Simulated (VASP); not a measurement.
# Zr (Im-3m) in VASP: further runs

The runs below take Zr through single point, with PBEsol.

Everything below comes from runs of VASP 6.6.1. Logs are shortened: lines on timing, memory, paths and dates and some standing lists are left out, and cuts for length are marked.

## 1. The cell of the first run

Symmetry: Im-3m, No. 229, cubic system. Conventional cell: a = 3.571 Å, b = 3.571 Å, c = 3.571 Å, α = 90.00°, β = 90.00°, γ = 90.00°. Zr (site symmetry m-3m) has 14 Zr at 3.09 to 3.57 Å within 4.1 Å.

## 2. Single point, PBEsol (volume scaled by 0.96)

Contents of INCAR:

```
PREC = Accurate
ENCUT = 520
EDIFF = 1E-7
ISMEAR = -1
SIGMA = 0.08
LREAL = F
LASPH = T
NELM = 80
ALGO = Normal
ISIF = 2
LWAVE = F
LCHARG = F
GGA = PS
NBANDS = 12
```

Contents of KPOINTS:

```
regular mesh
0
Gamma
  14 14 14
```

Contents of POSCAR:

```
Zr
1.0
   -1.7855375418      1.7855375418      1.7855375418
    1.7855375418     -1.7855375418      1.7855375418
    1.7855375418      1.7855375418     -1.7855375418
Zr
1
Direct
    0.0000000000      0.0000000000      0.0000000000
```

Potentials or basis: VASP PAW PBE potentials, release 64 (Zr_sv).

Started as:

```
> cat potpaw_PBE.64/Zr_sv/POTCAR > POTCAR
> mpirun -np 1 vasp_std > vasp.out
```

OUTCAR:

```text
PREC = Accurate
   ENCUT = 520
   EDIFF = 1E-7
   ISMEAR = -1
   LREAL = F
   LASPH = T
   NELM = 80
   ISIF = 2
   GGA = PS

 ion  position               nearest neighbor table
   1  0.000  0.000  0.000-

  LATTYP: Found a body centered cubic cell.
 ALAT       =     3.5710750836

  Lattice vectors:

 A1 = (  -1.7855375418,   1.7855375418,   1.7855375418)
 A2 = (   1.7855375418,  -1.7855375418,   1.7855375418)
 A3 = (   1.7855375418,   1.7855375418,  -1.7855375418)

Analysis of symmetry for initial positions (statically):
=====================================================================
 Subroutine PRICEL returns:
 Original cell was already a primitive cell.

 Routine SETGRP: Setting up the symmetry group for a
 body centered cubic supercell.

 Subroutine GETGRP returns: Found 48 space group operations
 (whereof 48 operations were pure point group operations)
 out of a pool of 48 trial point group operations.

The static configuration has the point symmetry O_h .

Analysis of symmetry for dynamics (positions and initial velocities):
=====================================================================
 Subroutine PRICEL returns:
 Original cell was already a primitive cell.

 Routine SETGRP: Setting up the symmetry group for a
 body centered cubic supercell.

 Subroutine GETGRP returns: Found 48 space group operations
 (whereof 48 operations were pure point group operations)
 out of a pool of 48 trial point group operations.

The dynamic configuration has the point symmetry O_h .

 Subroutine INISYM returns: Found 48 space group operations
 (whereof 48 operations are pure point group operations),
 and found     1 'primitive' translations

----------------------------------------------------------------------------------------

                                     Primitive cell

  volume of cell :      22.7702

  direct lattice vectors                    reciprocal lattice vectors
    -1.785537542  1.785537542  1.785537542     0.000000000  0.280027716  0.280027716
     1.785537542 -1.785537542  1.785537542     0.280027716  0.000000000  0.280027716
     1.785537542  1.785537542 -1.785537542     0.280027716  0.280027716  0.000000000

  length of vectors
     3.092641741  3.092641741  3.092641741     0.396018994  0.396018994  0.396018994

  position of ions in fractional coordinates (direct lattice)
     0.000000000  0.000000000  0.000000000

  ion indices of the primitive-cell ions
   primitive index   ion index
                 1           1

----------------------------------------------------------------------------------------

 KPOINTS: regular mesh

Automatic generation of k-mesh.
 Grid dimensions read from file:
 generate k-points for:   14   14   14

 Generating k-lattice:

  Cartesian coordinates                     Fractional coordinates (reciprocal lattice)
     0.000000000  0.020001980  0.020001980     0.071428571  0.000000000  0.000000000
     0.020001980  0.000000000  0.020001980     0.000000000  0.071428571  0.000000000
     0.020001980  0.020001980  0.000000000     0.000000000  0.000000000  0.071428571

  Length of vectors
     0.028287071  0.028287071  0.028287071

  Shift w.r.t. Gamma in fractional coordinates (k-lattice)
     0.000000000  0.000000000  0.000000000

 Subroutine IBZKPT returns following result:
 ===========================================

 Found    104 irreducible k-points:

 Following reciprocal coordinates:
            Coordinates               Weight
  0.000000  0.000000  0.000000      1.000000
  0.071429  0.000000  0.000000     12.000000
  0.142857  0.000000  0.000000     12.000000
  0.214286  0.000000  0.000000     12.000000
  0.285714  0.000000  0.000000     12.000000
  0.357143  0.000000  0.000000     12.000000
[... 16 lines left out ...]
  0.285714  0.285714  0.000000     24.000000
  0.357143  0.285714  0.000000     24.000000
 [... further k-points ...]
   k-points           NKPTS =    104   k-points in BZ     NKDIM =    104   number of bands    NBANDS=     12
   number of dos      NEDOS =    301   number of ions     NIONS =      1
   total plane-waves  NPLWV =  13824
   dimension x,y,z NGX =    24 NGY =   24 NGZ =   24
   dimension x,y,z NGXF=    48 NGYF=   48 NGZF=   48
   ions per type =               1
   NGX,Y,Z   is equivalent  to a cutoff of  12.90, 12.90, 12.90 a.u.
   NGXF,Y,Z  is equivalent  to a cutoff of  25.80, 25.80, 25.80 a.u.
 SYSTEM =  unknown system
   PREC   = accura    normal or accurate (medium, high low for compatibility)
   ISTART =      0    job   : 0-new  1-cont  2-samecut
   ICHARG =      2    charge: 1-file 2-atom 10-const
   ISPIN  =      1    spin polarized calculation?
   LNONCOLLINEAR =      F non collinear calculations
   LSORBIT =      F    spin-orbit coupling
   LASPH  =      T    aspherical Exc in radial PAW
   ENCUT  =  520.0 eV  38.22 Ry    6.18 a.u.   5.75  5.75  5.75*2*pi/ulx,y,z
   NELM   =     80;   NELMIN=  2; NELMDL= -5     # of ELM steps
   EDIFF  = 0.1E-06   stopping-criterion for ELM
   LREAL  =      F    real-space projection
   EDIFFG = 0.1E-05   stopping-criterion for IOM
   NSW    =      0    number of steps for IOM
   IBRION =     -1    ionic relax: 0-MD 1-quasi-New 2-CG
   NFREE  =      0    steps in history (QN), initial steepest desc. (CG)
   ISIF   =      2    stress and relaxation
   ISYM   =      2    0-nonsym 1-usesym 2-fastsym
   POTIM  = 0.5000    time-step for ionic-motion
   TEBEG  =    0.0;   TEEND  =   0.0 temperature during run
   PSTRESS=    0.0 pullay stress
   NELECT =      12.0000    total number of electrons
   NUPDOWN=      -1.0000    fix difference up-down
   EMIN   =  10.00;   EMAX   =-10.00  energy-range for DOS
   EFERMI =   0.00;   METHOD = LEGACY
   ISMEAR =    -1;   SIGMA  =   0.08  broadening in eV -4-tet -1-fermi 0-gaus
   EFERMI_NEDOS =   21; number of points for ismear=-14 and -15
   IALGO  =     38    algorithm
   IMIX   =      4    mixing-type and parameters
     AMIX     =   0.40;   BMIX     =  1.00
     AMIX_MAG =   1.60;   BMIX_MAG =  1.00
  volume/ion in A,a.u.               =      22.77       153.66
  Fermi-wavevector in a.u.,A,eV,Ry     =   1.322350  2.498878 23.791260  1.748608
  Thomas-Fermi vector in A             =   2.452037
   LORBIT       =      0    0 simple, 1 ext, 2 COOP (PROOUT), +10 PAW based schemes
   GGA     = PS    functional components
   LHFCALC =     F    Hartree Fock is set to
   AEXX    =    0.0000 exact exchange contribution
   IVDW    =     0    specifies the selected vdW correction
   LEPSILON=     F    determine dielectric tensor
   LRPA    =     F    only Hartree local field effects (RPA)
 non-spin polarized calculation
  energy-cutoff  :      520.00
  volume of cell :       22.77
 maximum number of plane-waves:       629
   NGX = 11   NGY = 11   NGZ = 11

 number of electron      12.0000000 magnetization

 Free energy of the ion-electron system (eV)
  ---------------------------------------------------
  ext. energy  EPLUGINS =         0.00000000
  ---------------------------------------------------
  free energy    TOTEN  =        -9.02338901 eV

  energy without entropy =       -8.98537387  energy(sigma->0) =       -9.00438144

 E-fermi :   8.8250     XC(G=0): -11.2990

 val. band max:        8.8235544171   @ k =   0.2857   0.2857   0.0000
 cond. band min:       8.8256533357   @ k =   0.5000   0.5000   0.1429
 fundamental gap:      0.0020989186
 Fermi energy:         8.8250280656

 k-point     1 :       0.0000    0.0000    0.0000
  band No.  band energies     occupation
      1     -39.5199      2.00000
      2     -17.0201      2.00000
      3     -17.0201      2.00000
      4     -17.0201      2.00000
      5       3.4065      2.00000
      6       9.9539      0.00000
      7       9.9539      0.00000
      8       9.9539      0.00000
      9      12.5010      0.00000
     10      12.5010      0.00000
     11      21.2912      0.00000
     12      21.2912      0.00000

 k-point     2 :       0.0714    0.0000    0.0000
  band No.  band energies     occupation
      1     -39.5118      2.00000
      2     -17.0758      2.00000
      3     -17.0370      2.00000
      4     -17.0205      2.00000
      5       3.5850      2.00000
      6       9.8341      0.00001
      7       9.9137      0.00000
      8      10.1273      0.00000
      9      12.3158      0.00000
     10      12.4992      0.00000
     11      21.4488      0.00000
     12      21.6133      0.00000

 k-point     3 :       0.1429    0.0000    0.0000
  band No.  band energies     occupation
      1     -39.4888      2.00000
      2     -17.2295      2.00000
      3     -17.0841      2.00000
      4     -17.0217      2.00000
      5       4.0877      2.00000
      6       9.5214      0.00033
      7       9.7326      0.00002
      8      10.6380      0.00000
      9      12.0186      0.00000
     10      12.5108      0.00000
     11      21.7727      0.00000
     12      22.5282      0.00000
[... 286 lines left out ...]
 k-point    23 :       0.2857    0.2857    0.0000
  band No.  band energies     occupation
      1     -39.3378      2.00000
      2     -17.8613      2.00000
      3     -17.5826      2.00000
      4     -17.1445      2.00000
      5       7.3015      2.00000
      6       8.1516      1.99956
      7       8.8236      1.00921
      8      12.4788      0.00000
      9      13.1464      0.00000
     10      17.1218      0.00000
     11      18.0076      0.00000
     12      20.2397      0.00000

 k-point    24 :       0.3571    0.2857    0.0000
  band No.  band energies     occupation
      1     -39.3325      2.00000
      2     -17.8215      2.00000
      3     -17.6606      2.00000
      4     -17.1499      2.00000
      5       7.3963      2.00000
      6       8.2708      1.99804
      7       8.6926      1.67924
      8      12.6756      0.00000
      9      13.1037      0.00000
     10      17.4784      0.00000
     11      18.0183      0.00000
     12      19.4722      0.00000

 [... further k-points ...]

------------------------ aborting loop because EDIFF is reached ----------------------------------------

  FORCE on cell =-STRESS in cart. coord.  units (eV):
  Direction    XX          YY          ZZ          XY          YZ          ZX
  --------------------------------------------------------------------------------------
  -------------------------------------------------------------------------------------
  Total       -0.5029193     -0.5029193     -0.5029193     -0.0000000     -0.0000000      0.0000000
  in kB      -35.3868556    -35.3868556    -35.3868556     -0.0000000     -0.0000000      0.0000000
  external PRESSURE =     -35.3868556 kB  Pullay stress =       0.0000000 kB

 VOLUME and BASIS-vectors are now :
 -----------------------------------------------------------------------------
  energy-cutoff  :      520.00
  volume of cell :       22.77
      direct lattice vectors                 reciprocal lattice vectors
    -1.785537542  1.785537542  1.785537542     0.000000000  0.280027716  0.280027716
     1.785537542 -1.785537542  1.785537542     0.280027716  0.000000000  0.280027716
     1.785537542  1.785537542 -1.785537542     0.280027716  0.280027716  0.000000000

 POSITION                                       TOTAL-FORCE (eV/Angst)
 -----------------------------------------------------------------------------------
      0.00000      0.00000      0.00000         0.000000     -0.000000      0.000000
 -----------------------------------------------------------------------------------
    total drift:                                0.000000     -0.000000     -0.000000

  FREE ENERGIE OF THE ION-ELECTRON SYSTEM (eV)
  ---------------------------------------------------
  free  energy   TOTEN  =        -9.0233890133 eV

  energy  without entropy=       -8.9853738690  energy(sigma->0) =       -9.00438144
```

It took 15 s on 1 thread of Intel Xeon Platinum 8488C (Sapphire Rapids), shared host; peak memory 0.15 GiB.

What came out:

| Item | Value |
| --- | --- |
| Free energy | -9.0234 eV |
| Pressure | -3.5 GPa |
| Band gap on the k mesh | zero (band 6 reaches 9.95 eV, above the bottom of band 7 at 8.18 eV) |

Levels at points of the mesh, in eV from the Fermi level:
```
           k point  band 3  band 4  band 5  band 6  band 7  band 8  band 9  band 10
(0.00, 0.00, 0.00)  -25.85  -25.85   -5.42    1.13    1.13    1.13    3.68     3.68
(0.50, 0.00, 0.00)  -26.18  -25.85   -2.85   -0.71    1.70    3.67    4.37     6.51
(0.50, 0.50, 0.50)  -26.56  -26.56   -2.62   -2.62    5.81    5.81    5.81     7.55
```

Caveat: the PAW data sets were made with another functional, which shifts forces and pressure a little.

## 3. Single point, PBEsol (volume scaled by 0.99)

Contents of INCAR:

```
PREC = Accurate
ENCUT = 520
EDIFF = 1E-6
ISMEAR = -1
SIGMA = 0.08
LREAL = F
LASPH = T
NELM = 100
ALGO = Normal
ISIF = 2
LWAVE = F
LCHARG = T
GGA = PS
LELF = T
LVHAR = T
NBANDS = 12
```

KPOINTS is that of step 2.

Contents of POSCAR:

```
Zr
1.0
   -1.8039464431      1.8039464431      1.8039464431
    1.8039464431     -1.8039464431      1.8039464431
    1.8039464431      1.8039464431     -1.8039464431
Zr
1
Direct
    0.0000000000      0.0000000000      0.0000000000
```

Potentials or basis: VASP PAW PBE potentials, release 64 (Zr_sv).

Started as:

```
> cat potpaw_PBE.64/Zr_sv/POTCAR > POTCAR
> mpirun -np 1 vasp_std > vasp.out
```

It took 14 s on 1 thread of Intel Xeon Platinum 8488C (Sapphire Rapids), shared host; peak memory 0.15 GiB.

It converged, with:

| Quantity | Value |
| --- | --- |
| Free energy | -9.0026 eV |
| Pressure | -5.9 GPa |
| Band gap on the k mesh | zero (band 6 reaches 9.60 eV, above the bottom of band 7 at 7.86 eV) |

Levels at points of the mesh, in eV from the Fermi level:
```csv
k point,band 4,band 5,band 6,band 7,band 8,band 9
"(0.00, 0.00, 0.00)",-25.95,-5.37,1.11,1.11,1.11,3.58
"(0.50, 0.00, 0.00)",-25.96,-2.76,-0.66,1.57,3.56,4.23
"(0.50, 0.50, 0.50)",-26.61,-2.50,-2.50,5.61,5.61,5.61
```

Caveat: the PAW data sets were made with another functional, which shifts forces and pressure a little.

(Continued in part 2 of 2.)
